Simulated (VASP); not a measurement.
## KCl: single point with r2SCAN

KCl:

```
CELL_PARAMETERS angstrom
6.38607 0.00000 0.00000
-3.19304 5.53050 0.00000
0.00000 0.00000 5.15240
ATOMIC_POSITIONS crystal
K 0.50000 0.00000 0.00000
K 0.50000 0.50000 0.00000
K 0.00000 0.50000 0.00000
Cl 0.00000 0.00000 0.00000
Cl 0.33333 0.66667 0.50000
Cl 0.66667 0.33333 0.50000
```

```json
{
  "Program": "VASP 6.6.1",
  "Task": "single point",
  "Functional": "r2SCAN",
  "Potentials or basis": "VASP PAW PBE potentials, release 64 (K_sv, Cl)",
  "Cutoff": "520 eV",
  "k mesh": "3 × 3 × 4",
  "Occupations": "gaussian, width 0.1 eV",
  "Spin": "no spin polarisation"
}
```

The pressure is 0.4 GPa and the band gap on the k mesh is 4.60 eV (least direct gap 4.75 eV).

Stress tensor (GPa, compression positive):
```
 3.55  0.00  0.00
 0.00  3.55  0.00
 0.00  0.00 -5.74
```

Levels at points of the mesh, in eV from the valence-band top:
```tsv
k point	band 20	band 21	band 22	band 23	band 24	band 25	band 26	band 27	band 28	band 29
(0.00, 0.00, 0.00)	-1.11	-1.11	-0.50	-0.15	-0.15	4.60	6.05	6.79	6.79	7.50
(0.00, 0.00, 0.50)	-0.99	-0.99	-0.72	-0.33	-0.33	5.91	6.45	6.45	7.25	7.26
```

It took 4.4 min on 1 thread of Oxide Virtual Turin-like Processor, with other jobs on the host, peak memory 0.3 GiB.

Caveat: the stress differs along the axes, from -6 to 4 GPa; the PAW data sets were made with another functional, which shifts forces and pressure a little. A k mesh can miss the band edges.
